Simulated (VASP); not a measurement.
Write the native input for VASP 6.6.1 that does the following.

```
Task                   : relaxation of cell and atoms
Functional             : PBE
Potentials or basis    : VASP PAW PBE potentials, release 64 (Si, C)
Cutoff                 : 600 eV
k mesh                 : 14 × 14 × 4
Occupations            : gaussian, width 0.1 eV
Spin                   : no spin polarisation
Dipole correction      : no
Further INCAR settings : ALGO = Normal; EDIFF = 1e-06; IBRION = 2; EDIFFG = -0.01; NSW = 100; ISIF = 3
```

The structure of Si5C lies in POSCAR:

```
Si5C
1.0
    2.7148010627      0.0000000000      0.0000000000
    0.0000000000      2.7148010627      0.0000000000
    0.0000000000      0.0000000000     10.4158395724
Si C
5 1
Direct
    0.5000000000      0.5000000000      0.1144019066
    0.0000000000      0.0000000000      0.3162549157
    0.5000000000      0.5000000000      0.5000000000
    0.0000000000      0.0000000000      0.6837450843
    0.5000000000      0.5000000000      0.8855980934
    0.0000000000      0.0000000000      0.0000000000
```

One way to write it, as run:

INCAR

```
PREC = Accurate
ENCUT = 600
EDIFF = 1E-6
ISMEAR = 0
SIGMA = 0.1
LREAL = F
LASPH = T
NELM = 100
ALGO = Normal
ISIF = 3
LWAVE = F
LCHARG = F
GGA = PE
IBRION = 2
NSW = 100
EDIFFG = -0.01
```

KPOINTS

```
regular mesh
0
Gamma
  14 14 4
```

Potentials or basis: VASP PAW PBE potentials, release 64 (Si, C).

Command:

```sh
$ cat potpaw_PBE.64/Si/POTCAR potpaw_PBE.64/C/POTCAR > POTCAR
$ mpirun -np 1 vasp_std > vasp.out
```

It gave:

```
Relaxed volume                        : 12.66 Å³/atom
Relaxed cell                          : a = 2.757 Å, b = 2.757 Å, c = 9.998 Å, α = 90.00°, β = 90.00°, γ = 90.00°
Space group after relaxing (to 0.1 Å) : P4/mmm (No. 123)
Energy gained by relaxing             : 4.7 meV/atom
Ionic steps                           : 12
Pressure after relaxing               : 0.0 GPa
Largest force after relaxing          : 0.007 eV/Å
```

Caveat: the highest band is partly filled, so the run has too few bands.

Run time: 12 min on 1 thread of Intel(R) Xeon(R) Platinum 8375C CPU @ 2.90GHz (Ice Lake), with other jobs on the host, peak memory 0.3 GiB.
